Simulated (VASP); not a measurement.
# In4TeS (P4/mmm) in VASP: a series of runs

The runs below take In4TeS through single point, relaxation of cell and atoms, with PBE.

Program: VASP 6.6.1. These are calculated values, not measurements. Logs are shortened: lines on timing, memory, paths and dates and some standing lists are left out, and cuts for length are marked.

### Step 1. The cell of the first run

The structure is tetragonal, space group P4/mmm (No. 123). Conventional cell: a = 4.862 Å, b = 4.862 Å, c = 6.774 Å, α = 90.00°, β = 90.00°, γ = 90.00°. In (site symmetry 2mm) has 1 In at 2.48 Å and 2 Te at 2.73 Å and 2 S at 3.24 Å within 3.3 Å. Within 3.6 Å of Te (site symmetry 4/mmm) lie 8 In at 2.73 Å and 2 S at 3.39 Å. S (site symmetry 4/mmm) has 8 In at 3.24 Å and 2 Te at 3.39 Å within 4.3 Å.

The cell was built from a structure type or drawn by symmetry, and may not be a known phase.

### Step 2. Single point, PBE

INCAR

```
PREC = Accurate
ENCUT = 520
EDIFF = 1E-6
ISMEAR = 0
SIGMA = 0.1
LREAL = F
LASPH = T
NELM = 60
ALGO = Normal
ISIF = 2
LWAVE = F
LCHARG = F
GGA = PE
NBANDS = 41
```

KPOINTS

```
Automatic mesh
0
Gamma
  4 4 4
```

POSCAR

```
In4TeS
1.0
    4.8616618300      0.0000000000      0.0000000000
    0.0000000000      4.8616618300      0.0000000000
    0.0000000000      0.0000000000      6.7737650700
In Te S
4 1 1
Direct
    0.0000000000      0.5000000000      0.1828411200
    0.5000000000      0.0000000000      0.8171588800
    0.0000000000      0.5000000000      0.8171588800
    0.5000000000      0.0000000000      0.1828411200
    0.0000000000      0.0000000000      0.0000000000
    0.0000000000      0.0000000000      0.5000000000
```

Potentials or basis: VASP PAW PBE potentials, release 64 (In_d, Te, S).

Command:

```console
cat potpaw_PBE.64/In_d/POTCAR potpaw_PBE.64/Te/POTCAR potpaw_PBE.64/S/POTCAR > POTCAR
mpirun -np 1 vasp_std > vasp.out
```

OUTCAR:

```text
PREC = Accurate
   ENCUT = 520
   EDIFF = 1E-6
   ISMEAR = 0
   LREAL = F
   LASPH = T
   NELM = 60
   ISIF = 2
   GGA = PE

 ion  position               nearest neighbor table
   1  0.000  0.500  0.183-   3 2.48   5 2.73   5 2.73   6 3.24   6 3.24   4 3.44   4 3.44   4 3.44
                             4 3.44
   2  0.500  0.000  0.817-   4 2.48   5 2.73   5 2.73   6 3.24   6 3.24   3 3.44   3 3.44   3 3.44
                             3 3.44
   3  0.000  0.500  0.817-   1 2.48   5 2.73   5 2.73   6 3.24   6 3.24   2 3.44   2 3.44   2 3.44
                             2 3.44
   4  0.500  0.000  0.183-   2 2.48   5 2.73   5 2.73   6 3.24   6 3.24   1 3.44   1 3.44   1 3.44
                             1 3.44
   5  0.000  0.000  0.000-   1 2.73   2 2.73   3 2.73   4 2.73   1 2.73   3 2.73   2 2.73   4 2.73

   6  0.000  0.000  0.500-   1 3.24   2 3.24   3 3.24   4 3.24   1 3.24   3 3.24   2 3.24   4 3.24

  LATTYP: Found a simple tetragonal cell.
 ALAT       =     4.8616618300
 C/A-ratio  =     1.3933023947

  Lattice vectors:

 A1 = (   4.8616618300,   0.0000000000,   0.0000000000)
 A2 = (   0.0000000000,   4.8616618300,   0.0000000000)
 A3 = (   0.0000000000,   0.0000000000,   6.7737650700)

Analysis of symmetry for initial positions (statically):
=====================================================================
 Subroutine PRICEL returns:
 Original cell was already a primitive cell.

 Routine SETGRP: Setting up the symmetry group for a
 simple tetragonal supercell.

 Subroutine GETGRP returns: Found 16 space group operations
 (whereof 16 operations were pure point group operations)
 out of a pool of 16 trial point group operations.

The static configuration has the point symmetry D_4h.

Analysis of symmetry for dynamics (positions and initial velocities):
=====================================================================
 Subroutine PRICEL returns:
 Original cell was already a primitive cell.

 Routine SETGRP: Setting up the symmetry group for a
 simple tetragonal supercell.

 Subroutine GETGRP returns: Found 16 space group operations
 (whereof 16 operations were pure point group operations)
 out of a pool of 16 trial point group operations.

The dynamic configuration has the point symmetry D_4h.

 Subroutine INISYM returns: Found 16 space group operations
 (whereof 16 operations are pure point group operations),
 and found     1 'primitive' translations

----------------------------------------------------------------------------------------

                                     Primitive cell

  volume of cell :     160.1031

  direct lattice vectors                    reciprocal lattice vectors
     4.861661830  0.000000000  0.000000000     0.205690983  0.000000000  0.000000000
     0.000000000  4.861661830  0.000000000     0.000000000  0.205690983  0.000000000
     0.000000000  0.000000000  6.773765070     0.000000000  0.000000000  0.147628385

  length of vectors
     4.861661830  4.861661830  6.773765070     0.205690983  0.205690983  0.147628385

  position of ions in fractional coordinates (direct lattice)
     0.000000000  0.500000000  0.182841120
     0.500000000  0.000000000  0.817158880
     0.000000000  0.500000000  0.817158880
     0.500000000  0.000000000  0.182841120
     0.000000000  0.000000000  0.000000000
     0.000000000  0.000000000  0.500000000

  ion indices of the primitive-cell ions
   primitive index   ion index
                 1           1
                 2           2
                 3           3
                 4           4
                 5           5
                 6           6

----------------------------------------------------------------------------------------

 KPOINTS: Automatic mesh

Automatic generation of k-mesh.
 Grid dimensions read from file:
 generate k-points for:    4    4    4

 Generating k-lattice:

  Cartesian coordinates                     Fractional coordinates (reciprocal lattice)
     0.051422746  0.000000000  0.000000000     0.250000000  0.000000000  0.000000000
     0.000000000  0.051422746  0.000000000     0.000000000  0.250000000  0.000000000
     0.000000000  0.000000000  0.036907096     0.000000000  0.000000000  0.250000000

  Length of vectors
     0.051422746  0.051422746  0.036907096

  Shift w.r.t. Gamma in fractional coordinates (k-lattice)
     0.000000000  0.000000000  0.000000000

 Subroutine IBZKPT returns following result:
 ===========================================

 Found     18 irreducible k-points:

 Following reciprocal coordinates:
            Coordinates               Weight
  0.000000  0.000000  0.000000      1.000000
  0.250000  0.000000  0.000000      4.000000
  0.500000  0.000000  0.000000      2.000000
  0.250000  0.250000  0.000000      4.000000
  0.500000  0.250000  0.000000      4.000000
  0.500000  0.500000  0.000000      1.000000
[... 10 lines left out ...]
  0.500000  0.250000  0.500000      4.000000
  0.500000  0.500000  0.500000      1.000000
   k-points           NKPTS =     18   k-points in BZ     NKDIM =     18   number of bands    NBANDS=     41
   number of dos      NEDOS =    301   number of ions     NIONS =      6
   total plane-waves  NPLWV =  64800
   dimension x,y,z NGX =    36 NGY =   36 NGZ =   50
   dimension x,y,z NGXF=    72 NGYF=   72 NGZF=  100
   ions per type =               4   1   1
   NGX,Y,Z   is equivalent  to a cutoff of  12.31, 12.31, 12.27 a.u.
   NGXF,Y,Z  is equivalent  to a cutoff of  24.62, 24.62, 24.54 a.u.
 SYSTEM =  unknown system
   PREC   = accura    normal or accurate (medium, high low for compatibility)
   ISTART =      0    job   : 0-new  1-cont  2-samecut
   ICHARG =      2    charge: 1-file 2-atom 10-const
   ISPIN  =      1    spin polarized calculation?
   LNONCOLLINEAR =      F non collinear calculations
   LSORBIT =      F    spin-orbit coupling
   LASPH  =      T    aspherical Exc in radial PAW
   ENCUT  =  520.0 eV  38.22 Ry    6.18 a.u.   9.04  9.04 12.59*2*pi/ulx,y,z
   NELM   =     60;   NELMIN=  2; NELMDL= -5     # of ELM steps
   EDIFF  = 0.1E-05   stopping-criterion for ELM
   LREAL  =      F    real-space projection
   EDIFFG = 0.1E-04   stopping-criterion for IOM
   NSW    =      0    number of steps for IOM
   IBRION =     -1    ionic relax: 0-MD 1-quasi-New 2-CG
   NFREE  =      0    steps in history (QN), initial steepest desc. (CG)
   ISIF   =      2    stress and relaxation
   ISYM   =      2    0-nonsym 1-usesym 2-fastsym
   POTIM  = 0.5000    time-step for ionic-motion
   TEBEG  =    0.0;   TEEND  =   0.0 temperature during run
   PSTRESS=    0.0 pullay stress
   NELECT =      64.0000    total number of electrons
   NUPDOWN=      -1.0000    fix difference up-down
   EMIN   =  10.00;   EMAX   =-10.00  energy-range for DOS
   EFERMI =   0.00;   METHOD = LEGACY
   ISMEAR =     0;   SIGMA  =   0.10  broadening in eV -4-tet -1-fermi 0-gaus
   EFERMI_NEDOS =   21; number of points for ismear=-14 and -15
   IALGO  =     38    algorithm
   IMIX   =      4    mixing-type and parameters
     AMIX     =   0.40;   BMIX     =  1.00
     AMIX_MAG =   1.60;   BMIX_MAG =  1.00
  volume/ion in A,a.u.               =      26.68       180.07
  Fermi-wavevector in a.u.,A,eV,Ry     =   1.205966  2.278945 19.787677  1.454353
  Thomas-Fermi vector in A             =   2.341647
   LORBIT       =      0    0 simple, 1 ext, 2 COOP (PROOUT), +10 PAW based schemes
   GGA     = PE    functional components
   LHFCALC =     F    Hartree Fock is set to
   AEXX    =    0.0000 exact exchange contribution
   IVDW    =     0    specifies the selected vdW correction
   LEPSILON=     F    determine dielectric tensor
   LRPA    =     F    only Hartree local field effects (RPA)
 non-spin polarized calculation
 Gauss-broadening in eV      SIGMA  =   0.10
  energy-cutoff  :      520.00
  volume of cell :      160.10
 maximum number of plane-waves:      4331
   NGX = 19   NGY = 19   NGZ = 25

 number of electron      63.9999988 magnetization

 Free energy of the ion-electron system (eV)
  ---------------------------------------------------
  ext. energy  EPLUGINS =         0.00000000
  ---------------------------------------------------
  free energy    TOTEN  =       -11.34192086 eV

  energy without entropy =      -11.33085630  energy(sigma->0) =      -11.33638858

 E-fermi :   6.6219     XC(G=0):  -9.5879

 val. band max:        6.6180870195   @ k =   0.5000   0.5000   0.5000
 cond. band min:       6.6310300945   @ k =   0.5000   0.0000   0.0000
 fundamental gap:      0.0129430749
 Fermi energy:         6.6218576378

 k-point     1 :       0.0000    0.0000    0.0000
  band No.  band energies     occupation
      1      -9.1601      2.00000
      2      -9.0825      2.00000
      3      -9.0306      2.00000
      4      -8.8107      2.00000
      5      -8.8107      2.00000
      6      -8.5375      2.00000
[... 33 lines left out ...]
     40      11.9659      0.00000
     41      12.7745      0.00000

 k-point     2 :       0.2500    0.0000    0.0000
  band No.  band energies     occupation
      1      -9.1900      2.00000
      2      -9.0893      2.00000
      3      -9.0416      2.00000
      4      -8.8031      2.00000
      5      -8.6692      2.00000
      6      -8.5525      2.00000
[... 33 lines left out ...]
     40      12.1370      0.00000
     41      12.1663      0.00000

 k-point     3 :       0.5000    0.0000    0.0000
  band No.  band energies     occupation
      1      -9.2192      2.00000
      2      -9.0689      2.00000
      3      -9.0667      2.00000
      4      -8.7946      2.00000
      5      -8.5739      2.00000
      6      -8.5647      2.00000
[... 611 lines left out ...]
      2      -9.0580      2.00000
      3      -9.0570      2.00000
      4      -8.6786      2.00000
      5      -8.6144      2.00000
      6      -8.5136      2.00000
[... 33 lines left out ...]
     40      12.2231      0.00000
     41      13.3890      0.00000

 k-point    18 :       0.5000    0.5000    0.5000
  band No.  band energies     occupation
      1      -9.3368      2.00000
      2      -9.0598      2.00000
      3      -9.0598      2.00000
      4      -8.6341      2.00000
      5      -8.5982      2.00000
      6      -8.4879      2.00000
[... 33 lines left out ...]
     40      12.8825      0.00000
     41      13.0098      0.00000

------------------------ aborting loop because EDIFF is reached ----------------------------------------

  FORCE on cell =-STRESS in cart. coord.  units (eV):
  Direction    XX          YY          ZZ          XY          YZ          ZX
  --------------------------------------------------------------------------------------
  -------------------------------------------------------------------------------------
  Total       18.1011569     18.1011569     29.0051339      0.0000000      0.0000000      0.0000000
  in kB      181.1412211    181.1412211    290.2590928      0.0000000      0.0000000      0.0000000
  external PRESSURE =     217.5138450 kB  Pullay stress =       0.0000000 kB

 VOLUME and BASIS-vectors are now :
 -----------------------------------------------------------------------------
  energy-cutoff  :      520.00
  volume of cell :      160.10
      direct lattice vectors                 reciprocal lattice vectors
     4.861661830  0.000000000  0.000000000     0.205690983  0.000000000  0.000000000
     0.000000000  4.861661830  0.000000000     0.000000000  0.205690983  0.000000000
     0.000000000  0.000000000  6.773765070     0.000000000  0.000000000  0.147628385

 POSITION                                       TOTAL-FORCE (eV/Angst)
 -----------------------------------------------------------------------------------
      0.00000      2.43083      1.23852         0.000000      0.000000      6.248639
      2.43083      0.00000      5.53524         0.000000     -0.000000     -6.248639
      0.00000      2.43083      5.53524         0.000000      0.000000     -6.248639
      2.43083      0.00000      1.23852        -0.000000      0.000000      6.248639
      0.00000      0.00000      0.00000         0.000000      0.000000      0.000000
      0.00000      0.00000      3.38688         0.000000      0.000000      0.000000
 -----------------------------------------------------------------------------------
    total drift:                                0.000000      0.000000      0.000000

  FREE ENERGIE OF THE ION-ELECTRON SYSTEM (eV)
  ---------------------------------------------------
  free  energy   TOTEN  =       -11.3419208575 eV

  energy  without entropy=      -11.3308562968  energy(sigma->0) =      -11.33638858
```

Wall time 52 s (1 thread of Intel Xeon 6975P-C (Granite Rapids), shared host); peak memory 0.29 GiB.

Results:

```
Free energy            : -11.3419 eV
Pressure               : 21.8 GPa
Largest force          : 6.249 eV/Å
Band gap on the k mesh : zero (bands 32 and 33 overlap by 0.88 eV)
```

Forces in eV/Å, atoms in the order of the input:
```
In   0.000  0.000  6.249
In   0.000  0.000 -6.249
In   0.000  0.000 -6.249
In   0.000  0.000  6.249
Te   0.000  0.000  0.000
S    0.000  0.000  0.000
```

Levels at points of the mesh, in eV from the Fermi level:
| k point | band 28 | band 29 | band 30 | band 31 | band 32 | band 33 | band 34 | band 35 | band 36 | band 37 |
| --- | --- | --- | --- | --- | --- | --- | --- | --- | --- | --- |
| (0.00, 0.00, 0.00) | -1.44 | -1.44 | -0.56 | -0.44 | -0.26 | 0.41 | 0.55 | 0.55 | 1.46 | 2.12 |
| (0.50, 0.00, 0.00) | -3.20 | -1.38 | -0.33 | 0.01 | 0.23 | 0.33 | 0.35 | 1.74 | 2.00 | 3.47 |
| (0.50, 0.50, 0.00) | -3.00 | -3.00 | -3.00 | -0.16 | -0.10 | 2.01 | 2.01 | 3.45 | 3.66 | 3.71 |
| (0.00, 0.00, 0.50) | -2.70 | -2.15 | -2.15 | -1.12 | -0.55 | 1.81 | 1.81 | 2.18 | 2.18 | 2.48 |
| (0.50, 0.00, 0.50) | -2.57 | -1.90 | -0.53 | -0.41 | -0.35 | 0.14 | 1.31 | 2.88 | 2.91 | 3.02 |
| (0.50, 0.50, 0.50) | -3.23 | -2.13 | -0.73 | 0.00 | 0.00 | 0.57 | 0.57 | 3.50 | 3.50 | 3.85 |

Caveat: the cell stands under pressure; spin-orbit coupling is left out, which moves the levels of the heavy elements; forces of over 1 eV/Å act on the atoms, so gaps and moduli don't describe the material at rest.

(Part 1 of 3 ends here.)
